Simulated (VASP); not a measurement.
# Re (P6_3/mmc) in VASP: further runs

Re is run at these levels: PBE; tasks: single point.

All numbers are computed with VASP 6.6.1; they aren't measurements. Logs are shortened: lines on timing, memory, paths and dates and some standing lists are left out, and cuts for length are marked.

## (1) The cell of the first run

It takes space group P6_3/mmc (No. 194, hexagonal). Conventional cell: a = 2.761 Å, b = 2.761 Å, c = 4.458 Å, α = 90.00°, β = 90.00°, γ = 120.00°. Re (site symmetry -6m2) has 12 Re at 2.74 to 2.76 Å within 3.6 Å.

## (2) Single point, PBE

Contents of INCAR:

```
PREC = Accurate
ENCUT = 520
EDIFF = 1E-6
ISMEAR = 0
SIGMA = 0.1
LREAL = False
LASPH = True
NELM = 60
ALGO = Normal
ISIF = 2
LWAVE = False
LCHARG = True
GGA = PE
LELF = True
LVHAR = True
NBANDS = 14
```

Contents of KPOINTS:

```
regular mesh
0
Gamma
  9 9 4
```

Contents of POSCAR:

```
Re
1.0
    2.7608000000      0.0000000000      0.0000000000
   -1.3804000000      2.3909229348      0.0000000000
    0.0000000000      0.0000000000      4.4582000000
Re
2
Direct
    0.3333333333      0.6666666667      0.2500000000
    0.6666666667      0.3333333333      0.7500000000
```

Potentials or basis: VASP PAW PBE potentials, release 64 (Re).

On the command line:

```bash
$ cat potpaw_PBE.64/Re/POTCAR > POTCAR
$ mpirun -np 1 vasp_std > vasp.out
```

OUTCAR:

```text
PREC = Accurate
   ENCUT = 520
   EDIFF = 1E-6
   ISMEAR = 0
   LREAL = False
   LASPH = True
   NELM = 60
   ISIF = 2
   GGA = PE

 ion  position               nearest neighbor table
   1  0.333  0.667  0.250-   2 2.74   2 2.74   2 2.74   2 2.74   2 2.74   2 2.74
   2  0.667  0.333  0.750-   1 2.74   1 2.74   1 2.74   1 2.74   1 2.74   1 2.74

  LATTYP: Found a hexagonal cell.
 ALAT       =     2.7608000000
 C/A-ratio  =     1.6148217908

  Lattice vectors:

 A1 = (   2.7608000000,   0.0000000000,   0.0000000000)
 A2 = (  -1.3804000000,   2.3909229348,   0.0000000000)
 A3 = (   0.0000000000,   0.0000000000,   4.4582000000)

Analysis of symmetry for initial positions (statically):
=====================================================================
 Subroutine PRICEL returns:
 Original cell was already a primitive cell.

 Routine SETGRP: Setting up the symmetry group for a
 hexagonal supercell.

 Subroutine GETGRP returns: Found 24 space group operations
 (whereof 12 operations were pure point group operations)
 out of a pool of 24 trial point group operations.

The static configuration has the point symmetry D_3d.
 The point group associated with its full space group is D_6h.

Analysis of symmetry for dynamics (positions and initial velocities):
=====================================================================
 Subroutine PRICEL returns:
 Original cell was already a primitive cell.

 Routine SETGRP: Setting up the symmetry group for a
 hexagonal supercell.

 Subroutine GETGRP returns: Found 24 space group operations
 (whereof 12 operations were pure point group operations)
 out of a pool of 24 trial point group operations.

The dynamic configuration has the point symmetry D_3d.
 The point group associated with its full space group is D_6h.

 Subroutine INISYM returns: Found 24 space group operations
 (whereof 12 operations are pure point group operations),
 and found     1 'primitive' translations

----------------------------------------------------------------------------------------

                                     Primitive cell

  volume of cell :      29.4280

  direct lattice vectors                    reciprocal lattice vectors
     2.760800000  0.000000000  0.000000000     0.362213851  0.209124264  0.000000000
    -1.380400000  2.390922935  0.000000000     0.000000000  0.418248529  0.000000000
     0.000000000  0.000000000  4.458200000     0.000000000  0.000000000  0.224305774

  length of vectors
     2.760800000  2.760800000  4.458200000     0.418248529  0.418248529  0.224305774

  position of ions in fractional coordinates (direct lattice)
     0.333333333  0.666666667  0.250000000
     0.666666667  0.333333333  0.750000000

  ion indices of the primitive-cell ions
   primitive index   ion index
                 1           1
                 2           2

----------------------------------------------------------------------------------------

 KPOINTS: regular mesh

Automatic generation of k-mesh.
 Grid dimensions read from file:
 generate k-points for:    9    9    4

 Generating k-lattice:

  Cartesian coordinates                     Fractional coordinates (reciprocal lattice)
     0.040245983  0.023236029  0.000000000     0.111111111 -0.000000000  0.000000000
     0.000000000  0.046472059  0.000000000     0.000000000  0.111111111  0.000000000
     0.000000000  0.000000000  0.056076443     0.000000000  0.000000000  0.250000000

  Length of vectors
     0.046472059  0.046472059  0.056076443

  Shift w.r.t. Gamma in fractional coordinates (k-lattice)
     0.000000000  0.000000000  0.000000000

 Subroutine IBZKPT returns following result:
 ===========================================

 Found     36 irreducible k-points:

 Following reciprocal coordinates:
            Coordinates               Weight
  0.000000  0.000000  0.000000      1.000000
  0.111111 -0.000000  0.000000      6.000000
  0.222222 -0.000000  0.000000      6.000000
  0.333333 -0.000000  0.000000      6.000000
  0.444444 -0.000000  0.000000      6.000000
  0.111111  0.111111  0.000000      6.000000
[... 16 lines left out ...]
  0.333333  0.222222  0.250000     24.000000
  0.333333  0.333333  0.250000      4.000000
 [... further k-points ...]
   k-points           NKPTS =     36   k-points in BZ     NKDIM =     36   number of bands    NBANDS=     14
   number of dos      NEDOS =    301   number of ions     NIONS =      2
   total plane-waves  NPLWV =  20736
   dimension x,y,z NGX =    24 NGY =   24 NGZ =   36
   dimension x,y,z NGXF=    48 NGYF=   48 NGZF=   72
   ions per type =               2
   NGX,Y,Z   is equivalent  to a cutoff of  14.45, 14.45, 13.42 a.u.
   NGXF,Y,Z  is equivalent  to a cutoff of  28.90, 28.90, 26.85 a.u.
 SYSTEM =  unknown system
   PREC   = accura    normal or accurate (medium, high low for compatibility)
   ISTART =      0    job   : 0-new  1-cont  2-samecut
   ICHARG =      2    charge: 1-file 2-atom 10-const
   ISPIN  =      1    spin polarized calculation?
   LNONCOLLINEAR =      F non collinear calculations
   LSORBIT =      F    spin-orbit coupling
   LASPH  =      T    aspherical Exc in radial PAW
   ENCUT  =  520.0 eV  38.22 Ry    6.18 a.u.   5.13  5.13  8.29*2*pi/ulx,y,z
   NELM   =     60;   NELMIN=  2; NELMDL= -5     # of ELM steps
   EDIFF  = 0.1E-05   stopping-criterion for ELM
   LREAL  =      F    real-space projection
   EDIFFG = 0.1E-04   stopping-criterion for IOM
   NSW    =      0    number of steps for IOM
   IBRION =     -1    ionic relax: 0-MD 1-quasi-New 2-CG
   NFREE  =      0    steps in history (QN), initial steepest desc. (CG)
   ISIF   =      2    stress and relaxation
   ISYM   =      2    0-nonsym 1-usesym 2-fastsym
   POTIM  = 0.5000    time-step for ionic-motion
   TEBEG  =    0.0;   TEEND  =   0.0 temperature during run
   PSTRESS=    0.0 pullay stress
   NELECT =      14.0000    total number of electrons
   NUPDOWN=      -1.0000    fix difference up-down
   EMIN   =  10.00;   EMAX   =-10.00  energy-range for DOS
   EFERMI =   0.00;   METHOD = LEGACY
   ISMEAR =     0;   SIGMA  =   0.10  broadening in eV -4-tet -1-fermi 0-gaus
   EFERMI_NEDOS =   21; number of points for ismear=-14 and -15
   IALGO  =     38    algorithm
   IMIX   =      4    mixing-type and parameters
     AMIX     =   0.40;   BMIX     =  1.00
     AMIX_MAG =   1.60;   BMIX_MAG =  1.00
  volume/ion in A,a.u.               =      14.71        99.29
  Fermi-wavevector in a.u.,A,eV,Ry     =   1.278000  2.415070 22.222174  1.633284
  Thomas-Fermi vector in A             =   2.410568
   LORBIT       =      0    0 simple, 1 ext, 2 COOP (PROOUT), +10 PAW based schemes
   GGA     = PE    functional components
   LHFCALC =     F    Hartree Fock is set to
   AEXX    =    0.0000 exact exchange contribution
   IVDW    =     0    specifies the selected vdW correction
   LEPSILON=     F    determine dielectric tensor
   LRPA    =     F    only Hartree local field effects (RPA)
 non-spin polarized calculation
 Gauss-broadening in eV      SIGMA  =   0.10
  energy-cutoff  :      520.00
  volume of cell :       29.43
 maximum number of plane-waves:       808
 NGX is ok and might be reduce to    24
   NGX = 11   NGY = 11   NGZ = 17

 number of electron      14.0000000 magnetization

 Free energy of the ion-electron system (eV)
  ---------------------------------------------------
  ext. energy  EPLUGINS =         0.00000000
  ---------------------------------------------------
  free energy    TOTEN  =       -24.84321444 eV

  energy without entropy =      -24.83478308  energy(sigma->0) =      -24.83899876

 E-fermi :   7.9138     XC(G=0): -13.7286

 val. band max:        7.8919655409   @ k =   0.1111   0.1111   0.0000
 cond. band min:       7.9417827498   @ k =   0.1111  -0.0000   0.0000
 fundamental gap:      0.0498172090
 Fermi energy:         7.9138245667

 k-point     1 :       0.0000    0.0000    0.0000
  band No.  band energies     occupation
      1      -1.9820      2.00000
      2       1.2633      2.00000
      3       6.3101      2.00000
      4       6.3101      2.00000
      5       6.3129      2.00000
      6       7.1473      2.00000
      7       7.1473      2.00000
      8       8.0801      0.01871
      9       8.0801      0.01871
     10       8.5029      0.00000
     11      11.2568      0.00000
     12      11.2568      0.00000
     13      17.9090      0.00000
     14      22.0290      0.00000

 k-point     2 :       0.1111   -0.0000    0.0000
  band No.  band energies     occupation
      1      -1.4850      2.00000
      2       1.7199      2.00000
      3       5.5150      2.00000
      4       6.7538      2.00000
      5       6.7703      2.00000
      6       6.9014      2.00000
      7       7.0446      2.00000
      8       7.5814      2.00000
      9       7.7194      1.99403
     10       7.9418      0.69256
     11      11.4938      0.00000
     12      13.0356      0.00000
     13      17.8608      0.00000
     14      23.0967      0.00000

 k-point     3 :       0.2222   -0.0000    0.0000
  band No.  band energies     occupation
      1      -0.1813      2.00000
      2       2.5867      2.00000
      3       4.8637      2.00000
      4       4.9578      2.00000
      5       6.1643      2.00000
      6       7.0008      2.00000
      7       7.3920      2.00000
      8       8.0818      0.01754
      9       8.1157      0.00430
     10       8.8020      0.00000
     11      11.8885      0.00000
     12      15.7876      0.00000
     13      17.5040      0.00000
     14      23.7792      0.00000

 k-point     4 :       0.3333   -0.0000    0.0000
  band No.  band energies     occupation
      1       1.2565      2.00000
      2       2.4600      2.00000
      3       3.5043      2.00000
      4       5.2092      2.00000
      5       6.3600      2.00000
      6       6.4828      2.00000
      7       6.8647      2.00000
      8       9.9606      0.00000
      9       9.9737      0.00000
     10      10.5187      0.00000
     11      12.1473      0.00000
     12      17.0803      0.00000
     13      18.3846      0.00000
     14      20.1898      0.00000

 k-point     5 :       0.4444   -0.0000    0.0000
  band No.  band energies     occupation
      1       1.8885      2.00000
      2       2.0781      2.00000
      3       2.7396      2.00000
      4       5.9580      2.00000
      5       6.0009      2.00000
      6       6.5587      2.00000
      7       7.2210      2.00000
      8      11.6059      0.00000
      9      12.0956      0.00000
     10      12.2524      0.00000
     11      12.7075      0.00000
[... 276 lines left out ...]
 k-point    22 :       0.2222    0.2222    0.2500
  band No.  band energies     occupation
      1       2.3588      2.00000
      2       2.9474      2.00000
      3       3.9932      2.00000
      4       4.4292      2.00000
      5       5.8706      2.00000
      6       6.1129      2.00000
      7       6.6764      2.00000
      8       9.2476      0.00000
      9      10.3968      0.00000
     10      11.8762      0.00000
     11      12.9504      0.00000
     12      15.5887      0.00000
     13      18.6588      0.00000
     14      20.6962      0.00000

 k-point    23 :       0.3333    0.2222    0.2500
  band No.  band energies     occupation
      1       2.4700      2.00000
      2       3.5213      2.00000
      3       3.6875      2.00000
      4       4.3972      2.00000
      5       5.4919      2.00000
      6       6.3883      2.00000
      7       7.5841      2.00000
      8       9.7940      0.00000
      9      10.6545      0.00000
     10      12.1334      0.00000
     11      14.5794      0.00000
     12      15.7662      0.00000
     13      18.4092      0.00000
     14      18.9122      0.00000

 k-point    24 :       0.3333    0.3333    0.2500
  band No.  band energies     occupation
      1       3.1645      2.00000
      2       3.5901      2.00000
      3       3.5901      2.00000
      4       4.5326      2.00000
      5       5.7308      2.00000
      6       5.7308      2.00000
      7       7.7276      1.99157
      8       9.7111      0.00000
      9      11.1761      0.00000
     10      11.1761      0.00000
     11      15.3078      0.00000
     12      15.3078      0.00000
     13      18.1151      0.00000
     14      21.0758      0.00000

 [... further k-points ...]
[... 5 lines left out ...]
  --------------------------------------------------------------------------------------
  -------------------------------------------------------------------------------------
  Total        1.0260309      1.0260309      0.9660394      0.0000000     -0.0000000     -0.0000000
  in kB       55.8612863     55.8612863     52.5951094      0.0000000     -0.0000000     -0.0000000
  external PRESSURE =      54.7725607 kB  Pullay stress =       0.0000000 kB

 VOLUME and BASIS-vectors are now :
 -----------------------------------------------------------------------------
  energy-cutoff  :      520.00
  volume of cell :       29.43
      direct lattice vectors                 reciprocal lattice vectors
     2.760800000  0.000000000  0.000000000     0.362213851  0.209124264  0.000000000
    -1.380400000  2.390922935  0.000000000     0.000000000  0.418248529  0.000000000
     0.000000000  0.000000000  4.458200000     0.000000000  0.000000000  0.224305774

 POSITION                                       TOTAL-FORCE (eV/Angst)
 -----------------------------------------------------------------------------------
     -0.00000      1.59395      1.11455         0.000000      0.000000      0.000000
      1.38040      0.79697      3.34365        -0.000000     -0.000000      0.000000
 -----------------------------------------------------------------------------------
    total drift:                               -0.000000      0.000000     -0.000000

  FREE ENERGIE OF THE ION-ELECTRON SYSTEM (eV)
  ---------------------------------------------------
  free  energy   TOTEN  =       -24.8432144433 eV

  energy  without entropy=      -24.8347830776  energy(sigma->0) =      -24.83899876
```

Run time: 16 s. Hardware: 1 thread of AMD EPYC 9R45 (Zen 5), shared host; peak memory 0.13 GiB.

What came out:

| Item | Value |
| --- | --- |
| Free energy | -24.8432 eV |
| Pressure | 5.5 GPa |
| Band gap on the k mesh | zero (band 7 reaches 9.01 eV, above the bottom of band 8 at 6.18 eV) |

Levels at points of the mesh, in eV from the Fermi level:
```
           k point  band 4  band 5  band 6  band 7  band 8  band 9  band 10  band 11
(0.00, 0.00, 0.00)   -1.60   -1.60   -0.77   -0.77    0.17    0.17     0.59     3.34
(0.00, 0.00, 0.50)   -2.40   -1.73   -1.73   -1.73   -1.73    2.53     2.53     2.53
```

Caveat: spin-orbit coupling is left out, which moves the levels of the heavy elements.

[end of part 1 of 2]
